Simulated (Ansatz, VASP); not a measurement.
# Two plane-wave programs on CuO

```
Cu O
1.0
     2.08923   -2.10174    0.00000
     2.08923    2.10174    0.00000
     0.00000    0.00000    5.17363
Cu O
2 2
Direct
  0.00000 0.50000 0.00000
  0.50000 0.00000 0.50000
  0.50000 0.50000 0.25000
  0.50000 0.50000 0.75000
```

Alike in both runs: functional PBE; k mesh 14 × 14 × 8; occupations gaussian, width 0.1 eV; no spin polarisation; Hubbard terms Cu d U = 4.0 eV.

Ansatz relaxed the structure, and its values are those at the end. VASP's run is a single point on that final structure, the one shown.

|  | VASP | Ansatz |
| --- | --- | --- |
| version | VASP 6.6.1 | Ansatz 0.2.0 |
| potentials or method | VASP PAW PBE potentials, release 64 (Cu, O), cutoff 520 eV | scalar-relativistic, plane waves, PAW |
| valence electrons in the cell | 34 | 50 |

VASP gave:

```
gap on the k mesh at the Fermi level (eV) : none
pressure (GPa)                            : -3.2
```

**Question.** Estimate Ansatz's values.

**Answer.** gap on the k mesh at the Fermi level (eV): none; pressure (GPa): 0.0.

The programs project onto different local orbitals, so the same U acts differently, and such runs can settle in different states. A gap of «none» marks a metal or a gap that the smearing closes. VASP's potentials hold 34 valence electrons a cell and Ansatz's 50, so a difference there can come from the potentials and not from the codes. Ansatz's warnings: filled band counts differ across k points.
